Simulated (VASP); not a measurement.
Runs of VASP 6.6.1 on BAs. The structure is that of space group F-43m (No. 216), or close to it. The cells are those of the table. 

```csv
cell,gap on the mesh (eV),pressure (GPa)
"a = 3.355 Å, angles 60.0°, 2 atoms",1.17,(a)
"a = 3.332 Å, angles 60.0°, 2 atoms",1.15,9.9
"a = 3.422 Å, angles 60.0°, 2 atoms",(c),-1.9
"a = 3.309 Å, angles 60.0°, 2 atoms",1.13,13.7
"a = 3.400 Å, angles 60.0°, 2 atoms",(b),0.6
"a = 3.444 Å, angles 60.0°, 2 atoms",1.24,(d)
```

Alike in all rows: task single point; level PBE; potentials or basis VASP PAW PBE potentials, release 64 (B, As); no spin polarisation; k mesh 8 × 8 × 8; cutoff (eV) 520; smearing gaussian 0.01 eV.

**Question.** Fill in the values left out.

**Answer.** (a) 6.5; (b) 1.21; (c) 1.23; (d) -4.1.

A k mesh can miss the band edges, and the runs leave out spin-orbit coupling on As.
